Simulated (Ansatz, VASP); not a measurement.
## Two plane-wave programs on Mg

```
Mg
1.0
     3.19767    0.00000    0.00000
    -1.59884    2.76927    0.00000
     0.00000    0.00000    5.18023
Mg
2
Direct
  0.33333 0.66667 0.25000
  0.66667 0.33333 0.75000
```

Alike in both runs: task single point; functional PBEsol; k mesh 9 × 9 × 5; occupations fermi-dirac, width 0.0816 eV; no spin polarisation.

|  | VASP | Ansatz |
| --- | --- | --- |
| version | VASP 6.6.1 | Ansatz 0.2.0 |
| potentials or method | VASP PAW PBE potentials, release 64 (Mg) | PAW with Ansatz's default frozen-core files, scalar-relativistic |
| plane-wave cutoff (eV) | 600 | 420 |
| valence electrons in the cell | 4 | 20 |

Ansatz gave:

```
pressure (GPa)                                                : -0.7
traceless stress, the component that is largest in VASP (GPa) : 0.14
```

What did VASP give for the same quantities?

Pressure (GPa): -0.7; traceless stress, the component that is largest in VASP (GPa): 0.15.

VASP's potentials were made for PBE, not for PBEsol. With one functional, cell and mesh, what is left measures potentials, basis and numerics. VASP's potentials hold 4 valence electrons a cell and Ansatz's 20, so a difference there can come from the potentials and not from the codes.
